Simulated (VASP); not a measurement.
# F2 in VASP: single point with HSE06

Aim: the single point of F2 with HSE06.

All numbers are computed with VASP 6.6.1; they aren't measurements. Logs are shortened: lines on timing, memory, paths and dates and some standing lists are left out, and cuts for length are marked.

## (1) The cell of the first run

The cell holds a molecule in a box, 2 atoms: a = 12.000 Å, b = 12.200 Å, c = 12.400 Å, α = 90.00°, β = 90.00°, γ = 90.00°.

## (2) Single point, HSE06

The input, POSCAR:

```
F
1.0
   12.0000000000      0.0000000000      0.0000000000
    0.0000000000     12.2000000000      0.0000000000
    0.0000000000      0.0000000000     12.4000000000
F
2
Direct
    0.5000000000      0.5000000000      0.4444869853
    0.5000000000      0.5000000000      0.5555130147
```

The input, INCAR.step1:

```
SYSTEM = F
PREC = Accurate
ENCUT = 1010
EDIFF = 1E-5
ISMEAR = 0
SIGMA = 0.01
LREAL = .False.
LASPH = .True.
NELM = 120
ALGO = Normal
ISIF = 2
LWAVE = .True.
GGA = PE
NBANDS = 14
GGA_COMPAT = .False.
NELMDL = -8
```

The input, INCAR.step2:

```
SYSTEM = F
PREC = Accurate
ENCUT = 1010
EDIFF = 1E-6
ISMEAR = 0
SIGMA = 0.01
LREAL = .False.
LASPH = .True.
NELM = 120
ALGO = Normal
ISIF = 2
LWAVE = .False.
LCHARG = .True.
GGA = PE
LHFCALC = .True.
HFSCREEN = 0.2079
PRECFOCK = Normal
LELF = .True.
LVHAR = .True.
ISTART = 1
NBANDS = 14
GGA_COMPAT = .False.
```

The input, KPOINTS:

```
Automatic mesh
0
Gamma
  1 1 1
  0 0 0
```

Potentials or basis: VASP PAW PBE potentials, release 64 (F_h).

Launch:

```
$ cat potpaw_PBE.64/F_h/POTCAR > POTCAR
$ cp INCAR.step1 INCAR
$ mpirun -np 1 vasp_gam > vasp.out
$ cp INCAR.step2 INCAR
$ mpirun -np 1 vasp_gam > vasp.out
```

OUTCAR:

```text
SYSTEM = F
   PREC = Accurate
   ENCUT = 1010
   EDIFF = 1E-6
   ISMEAR = 0
   LREAL = .False.
   LASPH = .True.
   NELM = 120
   ISIF = 2
   GGA = PE
   LHFCALC = .True.
   HFSCREEN = 0.2079
   PRECFOCK = Normal
   ISTART = 1

 ion  position               nearest neighbor table
   1  0.500  0.500  0.444-   2 1.38
   2  0.500  0.500  0.556-   1 1.38

  LATTYP: Found a simple orthorhombic cell.
 ALAT       =    12.0000000000
 B/A-ratio  =     1.0166666667
 C/A-ratio  =     1.0333333333

  Lattice vectors:

 A1 = (  12.0000000000,   0.0000000000,   0.0000000000)
 A2 = (   0.0000000000,  12.2000000000,   0.0000000000)
 A3 = (   0.0000000000,   0.0000000000,  12.4000000000)

Analysis of symmetry for initial positions (statically):
=====================================================================
 Subroutine PRICEL returns:
 Original cell was already a primitive cell.

 Routine SETGRP: Setting up the symmetry group for a
 simple orthorhombic supercell.

 Subroutine GETGRP returns: Found  8 space group operations
 (whereof  8 operations were pure point group operations)
 out of a pool of  8 trial point group operations.

The static configuration has the point symmetry D_2h.

Analysis of symmetry for dynamics (positions and initial velocities):
=====================================================================
 Subroutine PRICEL returns:
 Original cell was already a primitive cell.

 Routine SETGRP: Setting up the symmetry group for a
 simple orthorhombic supercell.

 Subroutine GETGRP returns: Found  8 space group operations
 (whereof  8 operations were pure point group operations)
 out of a pool of  8 trial point group operations.

The dynamic configuration has the point symmetry D_2h.

 Subroutine INISYM returns: Found  8 space group operations
 (whereof  8 operations are pure point group operations),
 and found     1 'primitive' translations

----------------------------------------------------------------------------------------

                                     Primitive cell

  volume of cell :    1815.3600

  direct lattice vectors                    reciprocal lattice vectors
    12.000000000  0.000000000  0.000000000     0.083333333  0.000000000  0.000000000
     0.000000000 12.200000000  0.000000000     0.000000000  0.081967213  0.000000000
     0.000000000  0.000000000 12.400000000     0.000000000  0.000000000  0.080645161

  length of vectors
    12.000000000 12.200000000 12.400000000     0.083333333  0.081967213  0.080645161

  position of ions in fractional coordinates (direct lattice)
     0.500000000  0.500000000  0.444486985
     0.500000000  0.500000000  0.555513015

  ion indices of the primitive-cell ions
   primitive index   ion index
                 1           1
                 2           2

----------------------------------------------------------------------------------------

 KPOINTS: Automatic mesh

Automatic generation of k-mesh.
 Grid dimensions read from file:
 generate k-points for:    1    1    1

 Generating k-lattice:

  Cartesian coordinates                     Fractional coordinates (reciprocal lattice)
     0.083333333  0.000000000  0.000000000     1.000000000  0.000000000  0.000000000
     0.000000000  0.081967213  0.000000000     0.000000000  1.000000000  0.000000000
     0.000000000  0.000000000  0.080645161     0.000000000  0.000000000  1.000000000

  Length of vectors
     0.083333333  0.081967213  0.080645161

  Shift w.r.t. Gamma in fractional coordinates (k-lattice)
     0.000000000  0.000000000  0.000000000

 Subroutine IBZKPT returns following result:
 ===========================================

 Found      1 irreducible k-points:

 Following reciprocal coordinates:
            Coordinates               Weight
  0.000000  0.000000  0.000000      1.000000
   k-points           NKPTS =      1   k-points in BZ     NKDIM =      1   number of bands    NBANDS=     14
   number of dos      NEDOS =    301   number of ions     NIONS =      2
   total plane-waves  NPLWV = ******
   dimension x,y,z NGX =   126 NGY =  126 NGZ =  140
   dimension x,y,z NGXF=   252 NGYF=  252 NGZF=  280
   ions per type =               2
   NGX,Y,Z   is equivalent  to a cutoff of  17.46, 17.17, 18.77 a.u.
   NGXF,Y,Z  is equivalent  to a cutoff of  34.91, 34.34, 37.54 a.u.
 SYSTEM =  F
   PREC   = accura    normal or accurate (medium, high low for compatibility)
   ISTART =      1    job   : 0-new  1-cont  2-samecut
   ICHARG =      0    charge: 1-file 2-atom 10-const
   ISPIN  =      1    spin polarized calculation?
   LNONCOLLINEAR =      F non collinear calculations
   LSORBIT =      F    spin-orbit coupling
   LASPH  =      T    aspherical Exc in radial PAW
   ENCUT  = 1010.0 eV  74.23 Ry    8.62 a.u.  31.10 31.61 32.13*2*pi/ulx,y,z
   NELM   =    120;   NELMIN=  2; NELMDL=  0     # of ELM steps
   EDIFF  = 0.1E-05   stopping-criterion for ELM
   LREAL  =      F    real-space projection
   EDIFFG = 0.1E-04   stopping-criterion for IOM
   NSW    =      0    number of steps for IOM
   IBRION =     -1    ionic relax: 0-MD 1-quasi-New 2-CG
   NFREE  =      0    steps in history (QN), initial steepest desc. (CG)
   ISIF   =      2    stress and relaxation
   ISYM   =      3    0-nonsym 1-usesym 2-fastsym
   POTIM  = 0.5000    time-step for ionic-motion
   TEBEG  =    0.0;   TEEND  =   0.0 temperature during run
   PSTRESS=    0.0 pullay stress
   NELECT =      14.0000    total number of electrons
   NUPDOWN=      -1.0000    fix difference up-down
   EMIN   =  10.00;   EMAX   =-10.00  energy-range for DOS
   EFERMI =   0.00;   METHOD = LEGACY
   ISMEAR =     0;   SIGMA  =   0.01  broadening in eV -4-tet -1-fermi 0-gaus
   EFERMI_NEDOS =   21; number of points for ismear=-14 and -15
   IALGO  =     38    algorithm
   IMIX   =      1    mixing-type and parameters
     AMIX     =   0.40;   BMIX     =  1.00
     AMIX_MAG =   1.60;   BMIX_MAG =  1.00
  volume/ion in A,a.u.               =     907.68      6125.33
  Fermi-wavevector in a.u.,A,eV,Ry     =   0.323442  0.611217  1.423371  0.104615
  Thomas-Fermi vector in A             =   1.212697
   LORBIT       =      0    0 simple, 1 ext, 2 COOP (PROOUT), +10 PAW based schemes
   GGA     = PE    functional components
   LHFCALC =     T    Hartree Fock is set to
   PRECFOCK=normal    Normal, Fast or Accurate (Low or Medium for compatibility)
   ENCUT4O =  -1.0   cutoff for four orbital integrals eV
   NKREDX  =     1    reduce k-point grid by
   NKREDY  =     1    reduce k-point grid by
   NKREDZ  =     1    reduce k-point grid by
   AEXX    =    0.2500 exact exchange contribution
   HFSCREEN=    0.2079 screening length (either q_TF or 0.3 A-1)
   HFSCREENC=   0.2079 screening length for correlation (either q_TF or 0.3 A-1)
   ENCUTFOCK=  -1.0 apply spherical cutoff to Coloumb kernel
   IVDW    =     0    specifies the selected vdW correction
   LEPSILON=     F    determine dielectric tensor
   LRPA    =     F    only Hartree local field effects (RPA)
 non-spin polarized calculation
 Gauss-broadening in eV      SIGMA  =   0.01
  energy-cutoff  :     1010.00
  volume of cell :     1815.36
 maximum number of plane-waves:     66177
 NGX is ok and might be reduce to   126
  NGX = 96; NGY = 96; NGZ = 98

 number of electron      13.9999992 magnetization

 Free energy of the ion-electron system (eV)
  ---------------------------------------------------
  ext. energy  EPLUGINS =         0.00000000
  ---------------------------------------------------
  free energy    TOTEN  =        -6.60614426 eV

  energy without entropy =       -6.60614426  energy(sigma->0) =       -6.60614426

 E-fermi : -11.0924     XC(G=0):  -0.2936

 val. band max:      -11.1432784893   @ k =   0.0000   0.0000   0.0000
 cond. band min:      -3.6673381877   @ k =   0.0000   0.0000   0.0000
 fundamental gap:      7.4759403016
 Fermi energy:       -11.0924124362

 k-point     1 :       0.0000    0.0000    0.0000
  band No.  band energies     occupation
      1     -37.7827      2.00000
      2     -30.4845      2.00000
      3     -16.6451      2.00000
      4     -15.0427      2.00000
      5     -15.0427      2.00000
      6     -11.1433      2.00000
      7     -11.1433      2.00000
      8      -3.6673      0.00000
      9      -0.1538      0.00000
     10       0.6813      0.00000
     11       0.8715      0.00000
     12       0.8949      0.00000
     13       0.9254      0.00000
     14       0.9644      0.00000

------------------------ aborting loop because EDIFF is reached ----------------------------------------

  FORCE on cell =-STRESS in cart. coord.  units (eV):
  Direction    XX          YY          ZZ          XY          YZ          ZX
  --------------------------------------------------------------------------------------
  -------------------------------------------------------------------------------------
  Total       -0.0307528     -0.0290971     -0.0148132      0.0000000      0.0000000      0.0000000
  in kB       -0.0271414     -0.0256801     -0.0130736      0.0000000      0.0000000      0.0000000
  external PRESSURE =      -0.0219650 kB  Pullay stress =       0.0000000 kB

 VOLUME and BASIS-vectors are now :
 -----------------------------------------------------------------------------
  energy-cutoff  :     1010.00
  volume of cell :     1815.36
      direct lattice vectors                 reciprocal lattice vectors
    12.000000000  0.000000000  0.000000000     0.083333333  0.000000000  0.000000000
     0.000000000 12.200000000  0.000000000     0.000000000  0.081967213  0.000000000
     0.000000000  0.000000000 12.400000000     0.000000000  0.000000000  0.080645161

 POSITION                                       TOTAL-FORCE (eV/Angst)
 -----------------------------------------------------------------------------------
      6.00000      6.10000      5.51164         0.000000      0.000000     -0.011033
      6.00000      6.10000      6.88836         0.000000      0.000000      0.011033
 -----------------------------------------------------------------------------------
    total drift:                                0.000000      0.000000      0.000000

  FREE ENERGIE OF THE ION-ELECTRON SYSTEM (eV)
  ---------------------------------------------------
  free  energy   TOTEN  =        -6.6061442568 eV

  energy  without entropy=       -6.6061442568  energy(sigma->0) =       -6.60614426
```

Run time: 27 min. Hardware: 1 thread of Intel Xeon Platinum 8259CL at 2.50GHz (Skylake/Cascade Lake), shared host; peak memory 3.1 GiB.

Results:

```
Free energy                     : -6.6061 eV
Largest force                   : 0.011 eV/Å
Gap between the frontier levels : 7.48 eV
```

Forces on the atoms (eV/Å):
```
F    0.000  0.000 -0.011
F    0.000  0.000  0.011
```

Caveat: the PAW data sets were made with another functional, which shifts forces and pressure a little.
